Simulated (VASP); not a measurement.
Input of a VASP 6.6.1 run:

The input INCAR:

```
PREC = Accurate
ENCUT = 520
EDIFF = 1E-8
ISMEAR = -1
SIGMA = 0.01
LREAL = F
LASPH = T
NELM = 100
ALGO = Normal
ISIF = 2
LWAVE = F
LCHARG = F
LEFG = T
NBANDS = 17
```

Contents of KPOINTS:

```
Automatic mesh
0
Gamma
  7 7 7
```

POSCAR

```
PbS
1.0
    0.0296500000      2.9798250000      2.9798250000
    2.9798250000      0.0296500000      2.9798250000
    2.9798250000      2.9798250000      0.0296500000
Pb S
1 1
Direct
    0.0000000000      0.0000000000      0.0000000000
    0.5000000000      0.5000000000      0.5000000000
```

Potentials or basis: VASP PAW LDA potentials, release 64 (Pb_d, S).

Run with:

```console
$ cat potpaw_LDA.64/Pb_d/POTCAR potpaw_LDA.64/S/POTCAR > POTCAR
$ mpirun -np 1 vasp_std > vasp.out
```

Task: What does it give for the pressure?

Result: -2.6 GPa.

Task: What does it give for the band gap on the k mesh?

Result: 0.79 eV, indirect (least direct gap 0.87 eV).

Electric field gradients, principal values (V/Å²):
```
atom   least  middle  greatest (by size)
1 Pb   1.006   1.006              -2.013
 2 S  -1.495  -1.495               2.989
```

Caveat: the cell differs from its parent crystal (equal xy, yz and zx shear strains of +1 %); without QUAD_EFG the Cq values of the log hold for a quadrupole moment of 1 mb, not for the nuclei; spin-orbit coupling is left out, which moves the levels of the heavy elements. A k mesh can miss the band edges.
